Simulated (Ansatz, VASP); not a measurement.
## Two plane-wave programs on Ge3Pd

INCAR

```
SYSTEM = Ge3Pd
PREC = Accurate
ENCUT = 600
EDIFF = 1E-6
ISMEAR = 0
SIGMA = 0.1
LREAL = .FALSE.
LASPH = .TRUE.
NELM = 80
ALGO = Normal
ISIF = 3
LWAVE = .FALSE.
LCHARG = .FALSE.
GGA = PE
IBRION = 2
NSW = 100
EDIFFG = -0.01
```

The input KPOINTS:

```
regular mesh
0
G
  12 12 12
  0 0 0
```

POSCAR

```
Ge3Pd
1.0
    4.1420931547      0.0000000000      0.0000000000
    0.0000000000      4.1420931547      0.0000000000
    0.0000000000      0.0000000000      4.1420931547
Ge Pd
3 1
Direct
    0.0000000000      0.5000000000      0.5000000000
    0.5000000000      0.0000000000      0.5000000000
    0.5000000000      0.5000000000      0.0000000000
    0.0000000000      0.0000000000      0.0000000000
```

Input for Ansatz:

```yaml
crystal:
  lattice:
    - [4.1420931547, 0.0, 0.0]
    - [0.0, 4.1420931547, 0.0]
    - [0.0, 0.0, 4.1420931547]
  atoms:
    - { symbol: Ge, position: [0.0, 0.5, 0.5] }
    - { symbol: Ge, position: [0.5, 0.0, 0.5] }
    - { symbol: Ge, position: [0.5, 0.5, 0.0] }
    - { symbol: Pd, position: [0.0, 0.0, 0.0] }
basis:
  ecutwfc: 420
kpoints:
  mp_grid: { grid: [12, 12, 12] }
hamiltonian:
  xc: pbe
scf:
  occupations: { method: gaussian, width: 0.1 }
output:
  forces: true
  stress: true
  eigenvalues: true
relax:
  adjacent_minimum: "off"
  f_tol: 0.01
  max_steps: 80
  cell: { stress_tol: 0.05 }
```

Alike in both runs: task relaxation of cell and atoms; functional PBE; k mesh 12 × 12 × 12; occupations gaussian, width 0.1 eV; no spin polarisation.

|  | VASP | Ansatz |
| --- | --- | --- |
| version | VASP 6.6.1 | Ansatz 0.2.0 |
| potentials or method | VASP PAW PBE potentials, release 64 (Ge_d, Pd), cutoff 600 eV | scalar-relativistic, plane waves, PAW |
| valence electrons in the cell | 52 | 60 |

```tsv
	VASP	Ansatz	Ansatz less VASP
gap on the k mesh at the Fermi level, each at its own relaxed structure (eV)	none	none	-
relaxed volume (Å³/atom)	17.82	17.82	-0.006
relaxed cell length with the largest relative difference (Å)	4.146	4.146	-0.0005
```

A gap of «none» marks a metal or a gap that the smearing closes. VASP's potentials hold 52 valence electrons a cell and Ansatz's 60, so a difference there can come from the potentials and not from the codes.
